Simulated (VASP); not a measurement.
# TiO2 (Pbca) in VASP: electric field gradients with PBE

Aim: the electric field gradients of TiO2 with PBE.

All numbers are computed with VASP 6.6.1; they aren't measurements. Logs are shortened: lines on timing, memory, paths and dates and some standing lists are left out, and cuts for length are marked.

## Step 1: The cell of the first run

It takes space group Pbca (No. 61, orthorhombic). Conventional cell: a = 5.171 Å, b = 9.211 Å, c = 5.472 Å, α = 90.00°, β = 90.00°, γ = 90.00°. Within 2.5 Å of Ti (site symmetry 1) lie 6 O at 1.88 to 2.05 Å. O (site symmetry 1) has 3 Ti at 1.88 to 2.00 Å and 2 O at 2.50 to 2.55 Å within 2.6 Å. O (site symmetry 1) has 3 Ti at 1.94 to 2.05 Å and 1 O at 2.55 Å within 2.6 Å.

## Step 2: Electric field gradients, PBE

Contents of INCAR:

```
PREC = Accurate
ENCUT = 520
EDIFF = 1E-8
ISMEAR = -1
SIGMA = 0.02
LREAL = Auto
LASPH = T
NELM = 80
ALGO = Normal
ISIF = 2
LWAVE = F
LCHARG = F
GGA = PE
LEFG = T
NBANDS = 114
```

Contents of KPOINTS:

```
Automatic mesh
0
Gamma
  5 3 5
```

Contents of POSCAR:

```
TiO2
1.0
    5.1710000000      0.0000000000      0.0000000000
    0.0000000000      9.2110000000      0.0000000000
    0.0000000000      0.0000000000      5.4720000000
Ti O
8 16
Direct
    0.1372000000      0.1290000000      0.9001000000
    0.6372000000      0.3710000000      0.0999000000
    0.8628000000      0.6290000000      0.5999000000
    0.3628000000      0.8710000000      0.4001000000
    0.8628000000      0.8710000000      0.0999000000
    0.3628000000      0.6290000000      0.9001000000
    0.1372000000      0.3710000000      0.4001000000
    0.6372000000      0.1290000000      0.5999000000
    0.8169000000      0.0098000000      0.8516000000
    0.3169000000      0.4902000000      0.1484000000
    0.1831000000      0.5098000000      0.6484000000
    0.6831000000      0.9902000000      0.3516000000
    0.1831000000      0.9902000000      0.1484000000
    0.6831000000      0.5098000000      0.8516000000
    0.8169000000      0.4902000000      0.3516000000
    0.3169000000      0.0098000000      0.6484000000
    0.4634000000      0.2322000000      0.8883000000
    0.9634000000      0.2678000000      0.1117000000
    0.5366000000      0.7322000000      0.6117000000
    0.0366000000      0.7678000000      0.3883000000
    0.5366000000      0.7678000000      0.1117000000
    0.0366000000      0.7322000000      0.8883000000
    0.4634000000      0.2678000000      0.3883000000
    0.9634000000      0.2322000000      0.6117000000
```

Potentials or basis: VASP PAW PBE potentials, release 64 (Ti_sv, O).

Run with:

```bash
$ cat potpaw_PBE.64/Ti_sv/POTCAR potpaw_PBE.64/O/POTCAR > POTCAR
$ mpirun -np 1 vasp_std > vasp.out
```

OUTCAR:

```text
PREC = Accurate
   ENCUT = 520
   EDIFF = 1E-8
   ISMEAR = -1
   LREAL = Auto
   LASPH = T
   NELM = 80
   ISIF = 2
   GGA = PE

 ion  position               nearest neighbor table
   1  0.137  0.129  0.900-  13 1.88  17 1.94  18 1.94  16 1.99   9 2.00  24 2.05
   2  0.637  0.371  0.100-  14 1.88  18 1.94  17 1.94  15 1.99  10 2.00  23 2.05
   3  0.863  0.629  0.600-  15 1.88  19 1.94  20 1.94  14 1.99  11 2.00  22 2.05
   4  0.363  0.871  0.400-  16 1.88  20 1.94  19 1.94  13 1.99  12 2.00  21 2.05
   5  0.863  0.871  0.100-   9 1.88  21 1.94  22 1.94  12 1.99  13 2.00  20 2.05
   6  0.363  0.629  0.900-  10 1.88  22 1.94  21 1.94  11 1.99  14 2.00  19 2.05
   7  0.137  0.371  0.400-  11 1.88  23 1.94  24 1.94  10 1.99  15 2.00  18 2.05
   8  0.637  0.129  0.600-  12 1.88  24 1.94  23 1.94   9 1.99  16 2.00  17 2.05
   9  0.817  0.010  0.852-   5 1.88   8 1.99   1 2.00
  10  0.317  0.490  0.148-   6 1.88   7 1.99   2 2.00
  11  0.183  0.510  0.648-   7 1.88   6 1.99   3 2.00
  12  0.683  0.990  0.352-   8 1.88   5 1.99   4 2.00
  13  0.183  0.990  0.148-   1 1.88   4 1.99   5 2.00
  14  0.683  0.510  0.852-   2 1.88   3 1.99   6 2.00
[... 8 lines left out ...]
  23  0.463  0.268  0.388-   7 1.94   8 1.94   2 2.05
  24  0.963  0.232  0.612-   8 1.94   7 1.94   1 2.05

  LATTYP: Found a simple orthorhombic cell.
 ALAT       =     5.1710000000
 B/A-ratio  =     1.0582092439
 C/A-ratio  =     1.7812802166

  Lattice vectors:

 A1 = (  -5.1710000000,   0.0000000000,   0.0000000000)
 A2 = (   0.0000000000,   0.0000000000,   5.4720000000)
 A3 = (   0.0000000000,   9.2110000000,   0.0000000000)

Analysis of symmetry for initial positions (statically):
=====================================================================
 Subroutine PRICEL returns:
 Original cell was already a primitive cell.

 Routine SETGRP: Setting up the symmetry group for a
 simple orthorhombic supercell.

 Subroutine GETGRP returns: Found  8 space group operations
 (whereof  2 operations were pure point group operations)
 out of a pool of  8 trial point group operations.

The static configuration has the point symmetry S_2 .
 The point group associated with its full space group is D_2h.

Analysis of symmetry for dynamics (positions and initial velocities):
=====================================================================
 Subroutine PRICEL returns:
 Original cell was already a primitive cell.

 Routine SETGRP: Setting up the symmetry group for a
 simple orthorhombic supercell.

 Subroutine GETGRP returns: Found  8 space group operations
 (whereof  2 operations were pure point group operations)
 out of a pool of  8 trial point group operations.

The dynamic configuration has the point symmetry S_2 .
 The point group associated with its full space group is D_2h.

 Subroutine INISYM returns: Found  8 space group operations
 (whereof  2 operations are pure point group operations),
 and found     1 'primitive' translations

----------------------------------------------------------------------------------------

                                     Primitive cell

  volume of cell :     260.6318

  direct lattice vectors                    reciprocal lattice vectors
     5.171000000  0.000000000  0.000000000     0.193386192  0.000000000  0.000000000
     0.000000000  9.211000000  0.000000000     0.000000000  0.108565845  0.000000000
     0.000000000  0.000000000  5.472000000     0.000000000  0.000000000  0.182748538

  length of vectors
     5.171000000  9.211000000  5.472000000     0.193386192  0.108565845  0.182748538

  position of ions in fractional coordinates (direct lattice)
     0.137200000  0.129000000  0.900100000
     0.637200000  0.371000000  0.099900000
     0.862800000  0.629000000  0.599900000
     0.362800000  0.871000000  0.400100000
     0.862800000  0.871000000  0.099900000
     0.362800000  0.629000000  0.900100000
[... 16 lines left out ...]
     0.463400000  0.267800000  0.388300000
     0.963400000  0.232200000  0.611700000

  ion indices of the primitive-cell ions
[... 95 lines left out ...]
   NFREE  =      0    steps in history (QN), initial steepest desc. (CG)
   ISIF   =      2    stress and relaxation
   ISYM   =      2    0-nonsym 1-usesym 2-fastsym
   POTIM  = 0.5000    time-step for ionic-motion
   TEBEG  =    0.0;   TEEND  =   0.0 temperature during run
   PSTRESS=    0.0 pullay stress
   NELECT =     192.0000    total number of electrons
   NUPDOWN=      -1.0000    fix difference up-down
   EMIN   =  10.00;   EMAX   =-10.00  energy-range for DOS
   EFERMI =   0.00;   METHOD = LEGACY
   ISMEAR =    -1;   SIGMA  =   0.02  broadening in eV -4-tet -1-fermi 0-gaus
   EFERMI_NEDOS =   21; number of points for ismear=-14 and -15
   IALGO  =     38    algorithm
   IMIX   =      4    mixing-type and parameters
     AMIX     =   0.40;   BMIX     =  1.00
     AMIX_MAG =   1.60;   BMIX_MAG =  1.00
  volume/ion in A,a.u.               =      10.86        73.28
  Fermi-wavevector in a.u.,A,eV,Ry     =   1.478539  2.794033 29.743389  2.186077
  Thomas-Fermi vector in A             =   2.592808
   LORBIT       =      0    0 simple, 1 ext, 2 COOP (PROOUT), +10 PAW based schemes
   GGA     = PE    functional components
   LHFCALC =     F    Hartree Fock is set to
   AEXX    =    0.0000 exact exchange contribution
   IVDW    =     0    specifies the selected vdW correction
   LEPSILON=     F    determine dielectric tensor
   LRPA    =     F    only Hartree local field effects (RPA)
 non-spin polarized calculation
  energy-cutoff  :      520.00
  volume of cell :      260.63
 maximum number of plane-waves:      7044
 NGX is ok and might be reduce to    40
   NGX = 19   NGY = 35   NGZ = 21

 number of electron     191.9999999 magnetization

 Free energy of the ion-electron system (eV)
  ---------------------------------------------------
  ext. energy  EPLUGINS =         0.00000000
  ---------------------------------------------------
  free energy    TOTEN  =      -215.05614550 eV

  energy without entropy =     -215.05614550  energy(sigma->0) =     -215.05614550

 E-fermi :   4.5578     XC(G=0): -11.1156

 val. band max:        4.0298645614   @ k =   0.0000   0.0000   0.0000
 cond. band min:       6.2227819878   @ k =   0.0000   0.0000   0.0000
 fundamental gap:      2.1929174263
 Fermi energy:         4.5577933431

 k-point     1 :       0.0000    0.0000    0.0000
  band No.  band energies     occupation
      1     -52.5416      2.00000
      2     -52.5327      2.00000
      3     -52.5203      2.00000
      4     -52.5116      2.00000
      5     -52.5090      2.00000
      6     -52.5088      2.00000
[... 1987 lines left out ...]
    107       7.2859      0.00000
    108       7.3021      0.00000
 [bands above 108 left out]

------------------------ aborting loop because EDIFF is reached ----------------------------------------

  FORCE on cell =-STRESS in cart. coord.  units (eV):
  Direction    XX          YY          ZZ          XY          YZ          ZX
  --------------------------------------------------------------------------------------
  -------------------------------------------------------------------------------------
  Total        3.3786896      3.3848223      4.2311126      0.0000000      0.0000000      0.0000000
  in kB       20.7697597     20.8074590     26.0098444      0.0000000      0.0000000      0.0000000
  external PRESSURE =      22.5290211 kB  Pullay stress =       0.0000000 kB

 VOLUME and BASIS-vectors are now :
 -----------------------------------------------------------------------------
  energy-cutoff  :      520.00
  volume of cell :      260.63
      direct lattice vectors                 reciprocal lattice vectors
     5.171000000  0.000000000  0.000000000     0.193386192  0.000000000  0.000000000
     0.000000000  9.211000000  0.000000000     0.000000000  0.108565845  0.000000000
     0.000000000  0.000000000  5.472000000     0.000000000  0.000000000  0.182748538

 POSITION                                       TOTAL-FORCE (eV/Angst)
 -----------------------------------------------------------------------------------
      0.70946      1.18822      4.92535         0.067140      0.028068      0.105362
      3.29496      3.41728      0.54665         0.067140     -0.028068     -0.105362
      4.46154      5.79372      3.28265        -0.067140      0.028068     -0.105362
      1.87604      8.02278      2.18935        -0.067140     -0.028068      0.105362
      4.46154      8.02278      0.54665        -0.067140     -0.028068     -0.105362
      1.87604      5.79372      4.92535        -0.067140      0.028068      0.105362
[... 16 lines left out ...]
      2.39624      2.46671      2.12478        -0.060133      0.144610      0.028571
      4.98174      2.13879      3.34722        -0.060133     -0.144610     -0.028571
 -----------------------------------------------------------------------------------
    total drift:                                0.000000      0.000000     -0.000000

  FREE ENERGIE OF THE ION-ELECTRON SYSTEM (eV)
  ---------------------------------------------------
  free  energy   TOTEN  =      -215.0561455040 eV

  energy  without entropy=     -215.0561455040  energy(sigma->0) =     -215.05614550

 Electric field gradients (V/A^2)
---------------------------------------------------------------------
 ion       V_xx      V_yy      V_zz      V_xy      V_xz      V_yz
---------------------------------------------------------------------
   1       0.568    -6.105     5.536    -4.147    11.235     8.584
   2       0.568    -6.105     5.536     4.147   -11.235     8.584
   3       0.568    -6.105     5.536     4.147    11.235    -8.584
   4       0.568    -6.105     5.536    -4.147   -11.235    -8.584
   5       0.568    -6.105     5.536    -4.147    11.235     8.584
   6       0.568    -6.105     5.536     4.147   -11.235     8.584
[... 16 lines left out ...]
  23       2.000    -4.628     2.628    -4.349     3.330   -21.527
  24       2.000    -4.628     2.628     4.349    -3.330   -21.527
---------------------------------------------------------------------

 Electric field gradients after diagonalization (V/A^2)
 (convention: |V_zz| > |V_xx| > |V_yy|)
----------------------------------------------------------------------
 ion       V_xx      V_yy      V_zz     asymmetry (V_yy - V_xx)/ V_zz
----------------------------------------------------------------------
   1      15.467     0.741   -16.208       0.909
   2      15.467     0.741   -16.208       0.909
   3      15.467     0.741   -16.208       0.909
   4      15.467     0.741   -16.208       0.909
   5      15.467     0.741   -16.208       0.909
   6      15.467     0.741   -16.208       0.909
[... 16 lines left out ...]
  23      22.247     0.640   -22.887       0.944
  24      22.247     0.640   -22.887       0.944
----------------------------------------------------------------------

           NMR quadrupolar parameters

 Cq : quadrupolar parameter    Cq=e*Q*V_zz/h
 eta: asymmetry parameters     (V_yy - V_xx)/ V_zz
 Q  : nuclear electric quadrupole moment in mb (millibarn)
----------------------------------------------------------------------
 ion       Cq(MHz)       eta       Q (mb)
----------------------------------------------------------------------
   1      -0.039       0.909       1.000
   2      -0.039       0.909       1.000
   3      -0.039       0.909       1.000
   4      -0.039       0.909       1.000
   5      -0.039       0.909       1.000
   6      -0.039       0.909       1.000
[... 16 lines left out ...]
  23      -0.055       0.944       1.000
  24      -0.055       0.944       1.000
----------------------------------------------------------------------
```

Run time: 16 min. Hardware: 1 thread of Intel Xeon Platinum 8259CL at 2.50GHz (Skylake/Cascade Lake), shared host; peak memory 0.52 GiB.

Results:

```
Free energy                             : -215.0561 eV
Pressure                                : 2.3 GPa
Largest force                           : 0.159 eV/Å
Band gap on the k mesh                  : 2.19 eV
Largest electric field gradient by atom : Ti -16.2; O +18.7, -22.9 (each value once) V/Å²
```

Forces on the atoms (eV/Å):
```
Ti   0.067  0.028  0.105
Ti   0.067 -0.028 -0.105
Ti  -0.067  0.028 -0.105
Ti  -0.067 -0.028  0.105
Ti  -0.067 -0.028 -0.105
Ti  -0.067  0.028  0.105
Ti   0.067 -0.028  0.105
Ti   0.067  0.028 -0.105
O   -0.065  0.040 -0.033
O   -0.065 -0.040  0.033
O    0.065  0.040  0.033
O    0.065 -0.040 -0.033
O    0.065 -0.040  0.033
O    0.065  0.040 -0.033
O   -0.065 -0.040 -0.033
O   -0.065  0.040  0.033
O   -0.060 -0.145  0.029
O   -0.060  0.145 -0.029
O    0.060 -0.145 -0.029
O    0.060  0.145  0.029
O    0.060  0.145 -0.029
O    0.060 -0.145  0.029
O   -0.060  0.145  0.029
O   -0.060 -0.145 -0.029
```

Levels at points of the mesh, in eV from the valence-band top:
```tsv
k point	band 94	band 95	band 96	band 97	band 98	band 99
(0.00, 0.00, 0.00)	-0.28	-0.19	0.00	2.19	2.62	2.78
```

Electric field gradients, principal values (V/Å²):
```tsv
atom	least	middle	greatest (by size)
1 Ti	0.741	15.467	-16.208
2 Ti	0.741	15.467	-16.208
3 Ti	0.741	15.467	-16.208
4 Ti	0.741	15.467	-16.208
5 Ti	0.741	15.467	-16.208
6 Ti	0.741	15.467	-16.208
7 Ti	0.741	15.467	-16.208
8 Ti	0.741	15.467	-16.208
9 O	-1.361	-17.385	18.746
10 O	-1.361	-17.385	18.746
11 O	-1.361	-17.385	18.746
12 O	-1.361	-17.385	18.746
13 O	-1.361	-17.385	18.746
14 O	-1.361	-17.385	18.746
15 O	-1.361	-17.385	18.746
16 O	-1.361	-17.385	18.746
17 O	0.640	22.247	-22.887
18 O	0.640	22.247	-22.887
19 O	0.640	22.247	-22.887
20 O	0.640	22.247	-22.887
21 O	0.640	22.247	-22.887
22 O	0.640	22.247	-22.887
23 O	0.640	22.247	-22.887
24 O	0.640	22.247	-22.887
```

Caveat: without QUAD_EFG the Cq values of the log hold for a quadrupole moment of 1 mb, not for the nuclei; an odd mesh through Γ misses points on the zone boundary, where band edges can lie.
